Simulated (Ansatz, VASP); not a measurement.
## One calculation of Sn2HBr3, two programs

```
Sn H Br
1.0
     8.35435    0.00000   -0.15508
     0.00000    4.22646    0.00000
    -0.20231    0.00000   10.67812
Sn H Br
4 2 6
Direct
  0.11931 0.75000 0.84237
  0.88069 0.25000 0.15763
  0.66482 0.75000 0.49499
  0.33518 0.25000 0.50501
  0.57621 0.25000 0.48276
  0.42379 0.75000 0.51724
  0.18575 0.25000 0.04804
  0.81425 0.75000 0.95196
  0.57149 0.75000 0.25148
  0.42851 0.25000 0.74852
  0.01979 0.75000 0.32583
  0.98021 0.25000 0.67417
```

Alike in both runs: functional PBE; k mesh 4 × 6 × 4; occupations gaussian, width 0.02 eV; no spin polarisation.

Ansatz relaxed the structure, and its values are those at the end. VASP's run is a single point on that final structure, the one shown.

|  | VASP | Ansatz |
| --- | --- | --- |
| version | VASP 6.6.1 | Ansatz 0.2.0 |
| potentials or method | VASP PAW PBE potentials, release 64 (Sn_d, H, Br), cutoff 500 eV | scalar-relativistic, plane waves, PAW |
| valence electrons in the cell | 100 | 100 |

Ansatz gave:

```
gap on the k mesh at the Fermi level (eV) : 1.59
least direct gap on the mesh (eV)         : 1.61
pressure (GPa)                            : 0.0
rms of the force components (eV/Å)        : 0.002
```

Task: What did VASP give for the same quantities?

Result: gap on the k mesh at the Fermi level (eV): 1.58; least direct gap on the mesh (eV): 1.60; pressure (GPa): 0.0; rms of the force components (eV/Å): 0.005.

With one functional, cell and mesh, what is left measures potentials, basis and numerics.
